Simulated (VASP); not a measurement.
# BN (P1) in VASP: notebook

The runs below take BN through single point, with PBEsol, LDA.

Everything below comes from runs of VASP 6.6.1. Logs are shortened: lines on timing, memory, paths and dates and some standing lists are left out, and cuts for length are marked.

**1. The cell of the first run**

The typed cell holds 2 atoms: a = 2.525 Å, b = 2.525 Å, c = 3.295 Å, α = 101.11°, β = 101.11°, γ = 119.81°.

**2. Single point, PBEsol (volume scaled by 1.02)**

INCAR reads:

```
PREC = Accurate ; ENCUT = 520
EDIFF = 1E-6 ; ISMEAR = -1
SIGMA = 0.05 ; LREAL = F
LASPH = T ; NELM = 60
ALGO = Normal ; ISIF = 2
LWAVE = F ; LCHARG = F
GGA = PS ; NBANDS = 11
```

KPOINTS reads:

```
Automatic mesh
0
Gamma
  13 13 9
```

POSCAR reads:

```
BN
1.0
    2.5246509505      0.0000000000      0.0000000000
   -1.2549673680      2.1906435874      0.0000000000
   -0.6348417913     -1.0953217937      3.0425574046
N B
1 1
Direct
    0.6685060000      0.3323850000      0.9849990000
    0.9796430000      0.9834990000      0.0018060000
```

Potentials or basis: VASP PAW PBE potentials, release 64 (N, B).

Launch:

```console
$ cat potpaw_PBE.64/N/POTCAR potpaw_PBE.64/B/POTCAR > POTCAR
$ mpirun -np 1 vasp_std > vasp.out
```

OUTCAR:

```text
PREC = Accurate
   ENCUT = 520
   EDIFF = 1E-6
   ISMEAR = -1
   LREAL = F
   LASPH = T
   NELM = 60
   ISIF = 2
   GGA = PS

 ion  position               nearest neighbor table
   1  0.669  0.332  0.985-   2 1.41   2 1.44   2 1.53
   2  0.980  0.983  0.002-   1 1.41   1 1.44   1 1.53

  LATTYP: Found a face centered orthorhombic cell.
 ALAT       =     2.5319983662
 B/A-ratio  =     1.7253460765
 C/A-ratio  =     2.4032854406

  Lattice vectors:

 A1 = (  -1.8898091593,   1.0953217937,   3.0425574046)
 A2 = (   0.6348417912,   1.0953217937,   3.0425574046)
 A3 = (  -1.2549673680,   2.1906435874,   0.0000000000)

Analysis of symmetry for initial positions (statically):
=====================================================================
 Subroutine PRICEL returns:
 Original cell was already a primitive cell.

 Routine SETGRP: Setting up the symmetry group for a
 face centered orthorhombic supercell.

 Subroutine GETGRP returns: Found  1 space group operations
 (whereof  1 operations were pure point group operations)
 out of a pool of  8 trial point group operations.

The static configuration has the point symmetry C_1 .

Analysis of symmetry for dynamics (positions and initial velocities):
=====================================================================
 Subroutine PRICEL returns:
 Original cell was already a primitive cell.

 Routine SETGRP: Setting up the symmetry group for a
 face centered orthorhombic supercell.

 Subroutine GETGRP returns: Found  1 space group operations
 (whereof  1 operations were pure point group operations)
 out of a pool of  8 trial point group operations.

The dynamic configuration has the point symmetry C_1 .

 Subroutine INISYM returns: Found  1 space group operations
 (whereof  1 operations are pure point group operations),
 and found     1 'primitive' translations

----------------------------------------------------------------------------------------

                                     Primitive cell

  volume of cell :      16.8272

  direct lattice vectors                    reciprocal lattice vectors
     2.524650950  0.000000000  0.000000000     0.396094359  0.226912994  0.164335437
    -1.254967368  2.190643587  0.000000000     0.000000000  0.456486854  0.164335437
    -0.634841791 -1.095321794  3.042557405     0.000000000  0.000000000  0.328670874

  length of vectors
     2.524650950  2.524650950  3.295437678     0.485166347  0.485166347  0.328670874

  position of ions in fractional coordinates (direct lattice)
     0.668506000  0.332385000  0.984999000
     0.979643000  0.983499000  0.001806000

  ion indices of the primitive-cell ions
   primitive index   ion index
                 1           1
                 2           2

----------------------------------------------------------------------------------------

 KPOINTS: Automatic mesh

Automatic generation of k-mesh.
 Grid dimensions read from file:
 generate k-points for:   13   13    9

 Generating k-lattice:

  Cartesian coordinates                     Fractional coordinates (reciprocal lattice)
     0.030468797  0.017454846  0.012641187     0.076923077  0.000000000  0.000000000
     0.000000000  0.035114373  0.012641187     0.000000000  0.076923077 -0.000000000
     0.000000000  0.000000000  0.036518986     0.000000000  0.000000000  0.111111111

  Length of vectors
     0.037320488  0.037320488  0.036518986

  Shift w.r.t. Gamma in fractional coordinates (k-lattice)
     0.000000000  0.000000000  0.000000000

 -----------------------------------------------------------------------------
|                                                                             |
|           W    W    AA    RRRRR   N    N  II  N    N   GGGG   !!!           |
|           W    W   A  A   R    R  NN   N  II  NN   N  G    G  !!!           |
|           W    W  A    A  R    R  N N  N  II  N N  N  G       !!!           |
|           W WW W  AAAAAA  RRRRR   N  N N  II  N  N N  G  GGG   !            |
|           WW  WW  A    A  R   R   N   NN  II  N   NN  G    G                |
|           W    W  A    A  R    R  N    N  II  N    N   GGGG   !!!           |
|                                                                             |
|     Your reciprocal lattice and k-lattice belong to different lattice       |
|     classes:                                                                |
|                                                                             |
|        The reciprocal lattice is body-centered orthorhombic,                |
|        whereas your k-lattice is base-centered monoclinic.                  |
|                                                                             |
|     Results are often still useful ...                                      |
|                                                                             |
 -----------------------------------------------------------------------------

 WARNING: IBZKPT: internal override: KBLOWUP is changed to .FALSE.
      ... skipping the blow-up phase ...

 Subroutine IBZKPT returns following result:
 ===========================================

 Found    761 irreducible k-points:

 Following reciprocal coordinates:
            Coordinates               Weight
  0.000000  0.000000  0.000000      1.000000
  0.076923  0.000000  0.000000      2.000000
  0.153846  0.000000  0.000000      2.000000
  0.230769  0.000000  0.000000      2.000000
  0.307692  0.000000  0.000000      2.000000
  0.384615  0.000000  0.000000      2.000000
[... 16 lines left out ...]
  0.153846  0.153846  0.000000      2.000000
  0.230769  0.153846  0.000000      2.000000
 [... further k-points ...]
   k-points           NKPTS =    761   k-points in BZ     NKDIM =    761   number of bands    NBANDS=     11
   number of dos      NEDOS =    301   number of ions     NIONS =      2
   total plane-waves  NPLWV =  11200
   dimension x,y,z NGX =    20 NGY =   20 NGZ =   28
   dimension x,y,z NGXF=    40 NGYF=   40 NGZF=   56
   ions per type =               1   1
   NGX,Y,Z   is equivalent  to a cutoff of  13.17, 13.17, 14.13 a.u.
   NGXF,Y,Z  is equivalent  to a cutoff of  26.34, 26.34, 28.25 a.u.
 SYSTEM =  unknown system
   PREC   = accura    normal or accurate (medium, high low for compatibility)
   ISTART =      0    job   : 0-new  1-cont  2-samecut
   ICHARG =      2    charge: 1-file 2-atom 10-const
   ISPIN  =      1    spin polarized calculation?
   LNONCOLLINEAR =      F non collinear calculations
   LSORBIT =      F    spin-orbit coupling
   LASPH  =      T    aspherical Exc in radial PAW
   ENCUT  =  520.0 eV  38.22 Ry    6.18 a.u.   4.69  4.69  6.13*2*pi/ulx,y,z
   NELM   =     60;   NELMIN=  2; NELMDL= -5     # of ELM steps
   EDIFF  = 0.1E-05   stopping-criterion for ELM
   LREAL  =      F    real-space projection
   EDIFFG = 0.1E-04   stopping-criterion for IOM
   NSW    =      0    number of steps for IOM
   IBRION =     -1    ionic relax: 0-MD 1-quasi-New 2-CG
   NFREE  =      0    steps in history (QN), initial steepest desc. (CG)
   ISIF   =      2    stress and relaxation
   ISYM   =      2    0-nonsym 1-usesym 2-fastsym
   POTIM  = 0.5000    time-step for ionic-motion
   TEBEG  =    0.0;   TEEND  =   0.0 temperature during run
   PSTRESS=    0.0 pullay stress
   NELECT =       8.0000    total number of electrons
   NUPDOWN=      -1.0000    fix difference up-down
   EMIN   =  10.00;   EMAX   =-10.00  energy-range for DOS
[... 5 lines left out ...]
     AMIX     =   0.40;   BMIX     =  1.00
     AMIX_MAG =   1.60;   BMIX_MAG =  1.00
  volume/ion in A,a.u.               =       8.41        56.78
  Fermi-wavevector in a.u.,A,eV,Ry     =   1.277716  2.414532 22.212290  1.632557
  Thomas-Fermi vector in A             =   2.410299
   LORBIT       =      0    0 simple, 1 ext, 2 COOP (PROOUT), +10 PAW based schemes
   GGA     = PS    functional components
   LHFCALC =     F    Hartree Fock is set to
   AEXX    =    0.0000 exact exchange contribution
   IVDW    =     0    specifies the selected vdW correction
   LEPSILON=     F    determine dielectric tensor
   LRPA    =     F    only Hartree local field effects (RPA)
 non-spin polarized calculation
  energy-cutoff  :      520.00
  volume of cell :       16.83
 maximum number of plane-waves:       464
   NGX =  9   NGY =  9   NGZ = 13

 number of electron       8.0000000 magnetization

 Free energy of the ion-electron system (eV)
  ---------------------------------------------------
  ext. energy  EPLUGINS =         0.00000000
  ---------------------------------------------------
  free energy    TOTEN  =       -18.13640395 eV

  energy without entropy =      -18.13640395  energy(sigma->0) =      -18.13640395

 E-fermi :   4.2274     XC(G=0): -10.8298

 val. band max:        3.2523893152   @ k =   0.3846   0.3846   0.1111
 cond. band min:       5.9675676511   @ k =  -0.4615  -0.4615   0.4444
 fundamental gap:      2.7151783359
 Fermi energy:         4.2273950317

 k-point     1 :       0.0000    0.0000    0.0000
  band No.  band energies     occupation
      1     -14.9328      2.00000
      2      -0.5676      2.00000
      3       0.7239      2.00000
      4       2.3228      2.00000
      5       8.3921      0.00000
      6      13.1776      0.00000
      7      15.2468      0.00000
      8      15.8081      0.00000
      9      17.6691      0.00000
     10      27.9104      0.00000
     11      29.9515      0.00000

 k-point     2 :       0.0769    0.0000    0.0000
  band No.  band energies     occupation
      1     -14.8081      2.00000
      2      -0.5057      2.00000
      3       0.5391      2.00000
      4       1.7709      2.00000
      5       8.7171      0.00000
      6      13.2561      0.00000
      7      15.3944      0.00000
      8      15.7201      0.00000
      9      17.9514      0.00000
     10      27.8455      0.00000
     11      28.3322      0.00000
[... 295 lines left out ...]
 k-point    24 :       0.2308    0.1538    0.0000
  band No.  band energies     occupation
      1     -12.7761      2.00000
      2      -3.3847      2.00000
      3      -1.7424      2.00000
      4       0.6563      2.00000
      5       9.9267      0.00000
      6      13.2651      0.00000
      7      15.1654      0.00000
      8      18.6394      0.00000
      9      20.0548      0.00000
     10      23.4317      0.00000
     11      27.3577      0.00000

 [... further k-points ...]
[... 5 lines left out ...]
  --------------------------------------------------------------------------------------
  -------------------------------------------------------------------------------------
  Total       -1.3190931     -0.1812297      0.4659544     -0.4735622      0.1175864      0.0538187
  in kB     -125.5955333    -17.2555247     44.3651730    -45.0895386     11.1958199      5.1242714
  external PRESSURE =     -32.8286284 kB  Pullay stress =       0.0000000 kB

 VOLUME and BASIS-vectors are now :
 -----------------------------------------------------------------------------
  energy-cutoff  :      520.00
  volume of cell :       16.83
      direct lattice vectors                 reciprocal lattice vectors
     2.524650950  0.000000000  0.000000000     0.396094359  0.226912994  0.164335437
    -1.254967368  2.190643587  0.000000000     0.000000000  0.456486854  0.164335437
    -0.634841791 -1.095321794  3.042557405     0.000000000  0.000000000  0.328670874

 POSITION                                       TOTAL-FORCE (eV/Angst)
 -----------------------------------------------------------------------------------
      0.64529     -0.35075      2.99692        -1.588465     -1.996030      0.596500
      1.23785      2.15252      0.00549         1.588465      1.996030     -0.596500
 -----------------------------------------------------------------------------------
    total drift:                               -0.000194     -0.000088     -0.000067

  FREE ENERGIE OF THE ION-ELECTRON SYSTEM (eV)
  ---------------------------------------------------
  free  energy   TOTEN  =       -18.1364039452 eV

  energy  without entropy=      -18.1364039452  energy(sigma->0) =      -18.13640395
```

It took 2.8 min on 1 thread of Intel Xeon Platinum 8259CL at 2.50GHz (Skylake/Cascade Lake), shared host; peak memory 0.24 GiB.

What came out:

* Free energy: -18.1364 eV
* Pressure: -3.3 GPa
* Largest force: 2.620 eV/Å
* Band gap on the k mesh: 2.72 eV, indirect (least direct gap 4.42 eV)

Forces on the atoms (eV/Å):
```
N   -1.588 -1.996  0.597
B    1.588  1.996 -0.597
```

Stress tensor (GPa, compression positive):
```
-12.56  -4.51   0.51
 -4.51  -1.73   1.12
  0.51   1.12   4.44
```

Levels at points of the mesh, in eV from the valence-band top:
```csv
k point,band 1,band 2,band 3,band 4,band 5,band 6,band 7,band 8,band 9
"(0.00, 0.00, 0.00)",-18.19,-3.82,-2.53,-0.93,5.14,9.93,11.99,12.56,14.42
```

Caveat: the PAW data sets were made with another functional, which shifts forces and pressure a little.

**3. Single point, LDA (volume scaled by 1.04)**

INCAR reads:

```
ALGO = Normal
EDIFF = 1E-6
ENCUT = 520
GGA = CA
ISIF = 2
ISMEAR = -1
LASPH = True
LCHARG = False
LREAL = False
LWAVE = False
NBANDS = 11
NELM = 100
PREC = Accurate
SIGMA = 0.05
```

KPOINTS reads:

```
k-points
0
Gamma
  13 13 9
```

POSCAR reads:

```
BN
1.0
    2.5410452472      0.0000000000      0.0000000000
   -1.2631167351      2.2048689444      0.0000000000
   -0.6389642561     -1.1024344721      3.0623148244
N B
1 1
Direct
    0.6685060000      0.3323850000      0.9849990000
    0.9796430000      0.9834990000      0.0018060000
```

Potentials or basis: VASP PAW LDA potentials, release 64 (N, B).

Launch:

```console
$ cat potpaw_LDA.64/N/POTCAR potpaw_LDA.64/B/POTCAR > POTCAR
$ mpirun -np 1 vasp_std > vasp.out
```

Wall time 2.7 min (1 thread of Intel Xeon Platinum 8259CL at 2.50GHz (Skylake/Cascade Lake), shared host); peak memory 0.23 GiB.

It converged, with:

- Free energy: -19.1206 eV
- Pressure: -13.1 GPa
- Largest force: 2.469 eV/Å
- Band gap on the k mesh: 2.65 eV, indirect (least direct gap 4.30 eV)

Forces in eV/Å, atoms in the order of the input:
```
N   -1.486 -1.865  0.639
B    1.486  1.865 -0.639
```

Stress tensor (GPa, compression positive):
```
-24.94  -3.46   0.45
 -3.46 -16.52   1.04
  0.45   1.04   2.24
```

Levels at points of the mesh, in eV from the valence-band top:
| k point | band 2 | band 3 | band 4 | band 5 | band 6 | band 7 |
| --- | --- | --- | --- | --- | --- | --- |
| (0.00, 0.00, 0.00) | -3.76 | -2.57 | -0.98 | 5.04 | 9.70 | 11.77 |

Caveat: forces of over 1 eV/Å act on the atoms, so gaps and moduli don't describe the material at rest. A k mesh can miss the band edges.

**4. Single point, PBEsol (volume scaled by 1.04)**

INCAR reads:

```
SYSTEM = BN
  PREC = Accurate
  ENCUT = 520
  EDIFF = 1E-7
  ISMEAR = -1
  SIGMA = 0.05
  LREAL = .FALSE.
  LASPH = .TRUE.
  NELM = 80
  ALGO = Normal
  ISIF = 2
  LWAVE = .FALSE.
  LCHARG = .TRUE.
  GGA = PS
  LELF = .TRUE.
  LVHAR = .TRUE.
  NBANDS = 11
```

KPOINTS reads:

```
Automatic mesh
0
G
  13 13 9
  0 0 0
```

POSCAR is that of step 3.

Potentials or basis: VASP PAW PBE potentials, release 64 (N, B).

Launch:

```console
$ cat potpaw_PBE.64/N/POTCAR potpaw_PBE.64/B/POTCAR > POTCAR
$ mpirun -np 1 vasp_std > vasp.out
```

It took 2.4 min on 1 thread of Intel Xeon Platinum 8259CL at 2.50GHz (Skylake/Cascade Lake), shared host; peak memory 0.24 GiB.

The run converged. Its results:

```
Free energy            : -18.1251 eV
Pressure               : -8.0 GPa
Largest force          : 2.507 eV/Å
Band gap on the k mesh : 2.72 eV, indirect (least direct gap 4.38 eV)
```

Forces in eV/Å, atoms in the order of the input:
```
N   -1.514 -1.904  0.608
B    1.514  1.904 -0.608
```

Stress tensor (GPa, compression positive):
```
-18.63  -3.83   0.48
 -3.83  -9.35   1.06
  0.48   1.06   3.96
```

Levels at points of the mesh, in eV from the valence-band top:
```csv
k point,band 1,band 2,band 3,band 4,band 5,band 6,band 7,band 8
"(0.00, 0.00, 0.00)",-18.05,-3.75,-2.53,-0.95,5.08,9.79,11.84,12.33
```

Caveat: the PAW data sets were made with another functional, which shifts forces and pressure a little.

(Part 1 of 2 ends here.)
